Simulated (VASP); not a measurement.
# Ba2W3 (Pm-3m) in VASP: further runs, part 2 of 2

VASP 6.6.1. The steps go on from the part before.

## 4. Relaxation of cell and atoms, PBE

The input, INCAR:

```
SYSTEM = Ba2W3
PREC     = Accurate       ! precision mode
ENCUT    = 600            ! plane-wave cutoff, eV
EDIFF    = 1E-6           ! SCF threshold, eV
ISMEAR   = 0              ! smearing method
SIGMA    = 0.1            ! smearing width, eV
LREAL    = .FALSE.        ! projectors in reciprocal space
LASPH    = .TRUE.         ! aspherical terms in the spheres
NELM     = 60             ! most SCF steps
ALGO     = Normal         ! electronic algorithm
ISIF     = 3              ! what is computed and relaxed
LWAVE    = .FALSE.        ! write WAVECAR
LCHARG   = .FALSE.        ! write CHGCAR
GGA      = PE             ! functional
IBRION   = 2              ! ionic algorithm
NSW      = 90             ! ionic steps
EDIFFG   = -0.04          ! ionic threshold
```

The input, KPOINTS:

```
Automatic mesh
0
G
  4 4 4
  0 0 0
```

The input, POSCAR:

```
Ba2W3
1.0
    4.9887369500      0.0000000000      0.0000000000
    0.0000000000      4.9887369500      0.0000000000
    0.0000000000      0.0000000000      4.9887369500
Ba W
2 3
Direct
    0.0000000000      0.0000000000      0.0000000000
    0.5000000000      0.5000000000      0.5000000000
    0.0000000000      0.5000000000      0.5000000000
    0.5000000000      0.0000000000      0.5000000000
    0.5000000000      0.5000000000      0.0000000000
```

Run with:

```sh
$ cat potpaw_PBE.64/Ba_sv/POTCAR potpaw_PBE.64/W_sv/POTCAR > POTCAR
$ mpirun -np 1 vasp_std > vasp.out
```

It took 3.8 min on 1 thread of Oxide Virtual Turin-like, shared host; peak memory 0.24 GiB.

It converged, with:

| Quantity | Value |
| --- | --- |
| Free energy | -26.0242 eV |
| Relaxed volume | 28.85 Å³/atom |
| Relaxed cell | a = 5.245 Å, b = 5.245 Å, c = 5.245 Å, α = 90.00°, β = 90.00°, γ = 90.00° |
| Space group after relaxing (to 0.1 Å) | Pm-3m (No. 221) |
| Energy gained by relaxing | 140.2 meV/atom |
| Ionic steps | 3 |
| Pressure after relaxing | -0.1 GPa |
| Band gap on the k mesh | zero (bands 31 and 32 overlap by 0.60 eV) |

Step by step:
| step | energy change (eV) | largest force (eV/Å) | pressure (GPa) | volume (Å³) |
| --- | --- | --- | --- | --- |
| 1 | 0.0000 | 0.0000 | 13.32 | 124.16 |
| 2 | -0.2732 | 0.0000 | -5.61 | 165.08 |
| 3 | -0.7012 | 0.0000 | -0.13 | 144.25 |

Final structure:
```cif
data_structure
_symmetry_space_group_name_H-M 'P 1'
_symmetry_Int_Tables_number 1
_cell_length_a 5.2446
_cell_length_b 5.2446
_cell_length_c 5.2446
_cell_angle_alpha 90.000
_cell_angle_beta 90.000
_cell_angle_gamma 90.000
_cell_volume 144.25
loop_
_atom_site_label
_atom_site_type_symbol
_atom_site_fract_x
_atom_site_fract_y
_atom_site_fract_z
_atom_site_occupancy
Ba1 Ba 0.00000 0.00000 0.00000 1
Ba2 Ba 0.50000 0.50000 0.50000 1
W1 W 0.00000 0.50000 0.50000 1
W2 W 0.50000 0.00000 0.50000 1
W3 W 0.50000 0.50000 0.00000 1
```

Levels at points of the mesh, in eV from the Fermi level:
| k point | band 27 | band 28 | band 29 | band 30 | band 31 | band 32 | band 33 | band 34 | band 35 | band 36 |
| --- | --- | --- | --- | --- | --- | --- | --- | --- | --- | --- |
| (0.00, 0.00, 0.00) | -1.76 | -1.76 | -0.18 | -0.18 | -0.18 | 0.26 | 1.24 | 1.24 | 1.24 | 1.45 |
| (0.50, 0.00, 0.00) | -1.13 | -0.73 | -0.57 | -0.45 | -0.27 | -0.27 | -0.02 | 0.27 | 0.27 | 1.24 |
| (0.50, 0.50, 0.00) | -1.32 | -0.74 | -0.74 | -0.46 | -0.26 | -0.03 | 0.02 | 0.18 | 0.57 | 1.25 |
| (0.50, 0.50, 0.50) | -0.83 | -0.06 | -0.06 | -0.06 | 0.33 | 0.33 | 1.16 | 1.16 | 1.16 | 1.20 |

Caveat: the volume moved by over 15 % at a fixed basis, so the end points are rough; spin-orbit coupling is left out, which moves the levels of the heavy elements.

## 5. Relaxation of cell and atoms, PBE

This run uses another cell than the first one, of 26.97 Å³/atom.

The input, INCAR:

```
  ALGO = Fast
  EDIFF = 1E-6
  EDIFFG = -0.01
  ENCUT = 600
  GGA = PE
  IBRION = 2
  ISIF = 3
  ISMEAR = 0
  LASPH = T
  LCHARG = F
  LREAL = F
  LWAVE = F
  NELM = 60
  NSW = 100
  PREC = Accurate
  SIGMA = 0.1
```

The input, KPOINTS:

```
k-points
0
Gamma
  8 8 8
```

POSCAR, as its differences from that of step 4:

```diff
@@ -2,5 +2,5 @@
 1.0
-    4.9887369500      0.0000000000      0.0000000000
-    0.0000000000      4.9887369500      0.0000000000
-    0.0000000000      0.0000000000      4.9887369500
+    5.1280260860      0.0000000000      0.0000000000
+    0.0000000000      5.1280260860      0.0000000000
+    0.0000000000      0.0000000000      5.1280260860
 Ba W
```

Potentials or basis: VASP PAW PBE potentials, release 64 (Ba_sv, W_sv).

Run with:

```sh
$ cat potpaw_PBE.64/Ba_sv/POTCAR potpaw_PBE.64/W_sv/POTCAR > POTCAR
$ mpirun -np 1 vasp_std > vasp.out
```

OUTCAR:

```text
EDIFF = 1E-6
   EDIFFG = -0.01
   ENCUT = 600
   GGA = PE
   IBRION = 2
   ISIF = 3
   ISMEAR = 0
   LASPH = T
   LREAL = F
   NELM = 60
   NSW = 100
   PREC = Accurate

 ion  position               nearest neighbor table
   1  0.000  0.000  0.000-   3 3.63   4 3.63   5 3.63   3 3.63   4 3.63   3 3.63   5 3.63   3 3.63
                             4 3.63   5 3.63   4 3.63   5 3.63   2 4.44   2 4.44   2 4.44   2 4.44
   2  0.500  0.500  0.500-   3 2.56   4 2.56   5 2.56   5 2.56   4 2.56   3 2.56   1 4.44   1 4.44
                             1 4.44   1 4.44   1 4.44   1 4.44   1 4.44   1 4.44
   3  0.000  0.500  0.500-   2 2.56   2 2.56   1 3.63   1 3.63   1 3.63   1 3.63
   4  0.500  0.000  0.500-   2 2.56   2 2.56   1 3.63   1 3.63   1 3.63   1 3.63
   5  0.500  0.500  0.000-   2 2.56   2 2.56   1 3.63   1 3.63   1 3.63   1 3.63

  LATTYP: Found a simple cubic cell.
 ALAT       =     5.1280260860

  Lattice vectors:

 A1 = (   5.1280260860,   0.0000000000,   0.0000000000)
 A2 = (   0.0000000000,   5.1280260860,   0.0000000000)
 A3 = (   0.0000000000,   0.0000000000,   5.1280260860)

Analysis of symmetry for initial positions (statically):
=====================================================================
 Subroutine PRICEL returns:
 Original cell was already a primitive cell.
[... 225 lines left out ...]
  -------------------------------------------------------------------------------------
  Total       -2.5537481     -2.5537481     -2.5537481      0.0000000      0.0000000     -0.0000000
  in kB      -27.1885823    -27.1885823    -27.1885823      0.0000000      0.0000000     -0.0000000
  external PRESSURE =     -27.1885823 kB  Pullay stress =       0.0000000 kB
[... 26 lines left out ...]
--------------------------------------- Ionic step        3  -------------------------------------------

 number of electron      61.9999997 magnetization

 Free energy of the ion-electron system (eV)
  ---------------------------------------------------
  ext. energy  EPLUGINS =         0.00000000
  ---------------------------------------------------
  free energy    TOTEN  =       -26.17305798 eV

  energy without entropy =      -26.11419430  energy(sigma->0) =      -26.14362614

 E-fermi :   4.4672     XC(G=0): -10.2941

 val. band max:        4.4670284568   @ k =   0.5000   0.3750   0.1250
 cond. band min:       4.4724554484   @ k =   0.2500   0.1250   0.1250
 fundamental gap:      0.0054269916
 Fermi energy:         4.4671675206

 k-point     1 :       0.0000    0.0000    0.0000
  band No.  band energies     occupation
      1     -69.7963      2.00000
      2     -69.7930      2.00000
      3     -69.7930      2.00000
      4     -34.1801      2.00000
      5     -34.1801      2.00000
      6     -34.1801      2.00000
[... 949 lines left out ...]
     36       5.6015      0.00000
     37       6.2879      0.00000

 [... further k-points ...]

------------------------ aborting loop because EDIFF is reached ----------------------------------------

  FORCE on cell =-STRESS in cart. coord.  units (eV):
  Direction    XX          YY          ZZ          XY          YZ          ZX
  --------------------------------------------------------------------------------------
  -------------------------------------------------------------------------------------
  Total       -0.0040970     -0.0040970     -0.0040970      0.0000000     -0.0000000      0.0000000
  in kB       -0.0458254     -0.0458254     -0.0458254      0.0000000     -0.0000000      0.0000000
  external PRESSURE =      -0.0458254 kB  Pullay stress =       0.0000000 kB
[... 20 lines left out ...]
  FREE ENERGIE OF THE ION-ELECTRON SYSTEM (eV)
  ---------------------------------------------------
  free  energy   TOTEN  =       -26.1730579760 eV

  energy  without entropy=      -26.1141943029  energy(sigma->0) =      -26.14362614

 reached required accuracy - stopping structural energy minimisation
```

OSZICAR:

```text
N       E                     dE             d eps       ncg     rms          rms(c)
DAV:   1     0.772377127737E+03    0.77238E+03   -0.37786E+04  2694   0.189E+03
DAV:   2     0.211419377881E+02   -0.75124E+03   -0.73518E+03  3050   0.520E+02
DAV:   3    -0.275606736396E+02   -0.48703E+02   -0.46361E+02  3811   0.116E+02
[... 146 lines left out ...]
RMM:  26    -0.261730536657E+02   -0.14320E-05   -0.15776E-05  1077   0.483E-03    0.793E-04
RMM:  27    -0.261730550442E+02   -0.13786E-05   -0.15017E-05   852   0.427E-03    0.834E-04
RMM:  28    -0.261730560707E+02   -0.10265E-05   -0.11066E-05   667   0.393E-03    0.903E-04
RMM:  29    -0.261730571535E+02   -0.10828E-05   -0.11681E-05   652   0.369E-03    0.105E-03
RMM:  30    -0.261730579760E+02   -0.82247E-06   -0.91056E-06   732   0.358E-03
   3 F= -.26173058E+02 E0= -.26143626E+02  d E =-.111536E+00
```

CONTCAR:

```text
Ba2W3
   1.00000000000000
     5.2322668303395492   -0.0000000000000000    0.0000000000000000
    -0.0000000000000000    5.2322668303395492    0.0000000000000000
     0.0000000000000000   -0.0000000000000000    5.2322668303395492
  Ba              W
     2     3
Direct
     0.0000000000000000    0.0000000000000000    0.0000000000000000
     0.5000000000000000    0.5000000000000000    0.5000000000000000
     0.0000000000000000    0.5000000000000000    0.5000000000000000
     0.5000000000000000    0.0000000000000000    0.5000000000000000
     0.5000000000000000    0.5000000000000000    0.0000000000000000

  0.00000000E+00  0.00000000E+00  0.00000000E+00
  0.00000000E+00  0.00000000E+00  0.00000000E+00
  0.00000000E+00  0.00000000E+00  0.00000000E+00
  0.00000000E+00  0.00000000E+00  0.00000000E+00
  0.00000000E+00  0.00000000E+00  0.00000000E+00
```

It took 47 min on 1 thread of Oxide Virtual Turin-like, shared host; peak memory 0.36 GiB.

What came out:

| Item | Value |
| --- | --- |
| Free energy | -26.1731 eV |
| Relaxed volume | 28.65 Å³/atom |
| Relaxed cell | a = 5.232 Å, b = 5.232 Å, c = 5.232 Å, α = 90.00°, β = 90.00°, γ = 90.00° |
| Space group after relaxing (to 0.1 Å) | Pm-3m (No. 221) |
| Energy gained by relaxing | 22.3 meV/atom |
| Ionic steps | 3 |
| Pressure after relaxing | 0.0 GPa |
| Band gap on the k mesh | zero (bands 31 and 32 overlap by 0.64 eV) |

The path:
```csv
step,energy change (eV),largest force (eV/Å),pressure (GPa),volume (Å³)
1,0.0000,0.0000,4.59,134.85
2,-0.0460,0.0000,-2.72,150.49
3,-0.1115,0.0000,0.00,143.24
```

Final structure:
```cif
data_structure
_symmetry_space_group_name_H-M 'P 1'
_symmetry_Int_Tables_number 1
_cell_length_a 5.2323
_cell_length_b 5.2323
_cell_length_c 5.2323
_cell_angle_alpha 90.000
_cell_angle_beta 90.000
_cell_angle_gamma 90.000
_cell_volume 143.24
loop_
_atom_site_label
_atom_site_type_symbol
_atom_site_fract_x
_atom_site_fract_y
_atom_site_fract_z
_atom_site_occupancy
Ba1 Ba 0.00000 0.00000 0.00000 1
Ba2 Ba 0.50000 0.50000 0.50000 1
W1 W 0.00000 0.50000 0.50000 1
W2 W 0.50000 0.00000 0.50000 1
W3 W 0.50000 0.50000 0.00000 1
```

Caveat: spin-orbit coupling is left out, which moves the levels of the heavy elements.

## 6. Summary

```tsv
task	cell	k mesh	cutoff (eV)	gap on the mesh (eV)	pressure (GPa)	relaxed volume (Å³/atom)
single point	a = 4.989 Å, 5 atoms	4 × 4 × 4	520	none	13.3	-
single point	a = 5.128 Å, 5 atoms	4 × 4 × 4	520	none	4.7	-
relaxation of cell and atoms	relaxed from a = 4.989 Å, 5 atoms	4 × 4 × 4	600	none	-0.1	28.85
relaxation of cell and atoms	relaxed from a = 5.128 Å, 5 atoms	8 × 8 × 8	600	none	0.0	28.65
```

Alike in all rows: level PBE; potentials or basis VASP PAW PBE potentials, release 64 (Ba_sv, W_sv); no spin polarisation; smearing gaussian 0.1 eV.

Caveats: spin-orbit coupling is left out, which moves the levels of the heavy elements; the cell stands under pressure (at least some runs); the volume moved by over 15 % at a fixed basis, so the end points are rough (at least some runs).

Absolute energies hang on the potentials; compare differences alone.

The gap in the log of VASP goes by the Fermi energy; the results here count the filled bands.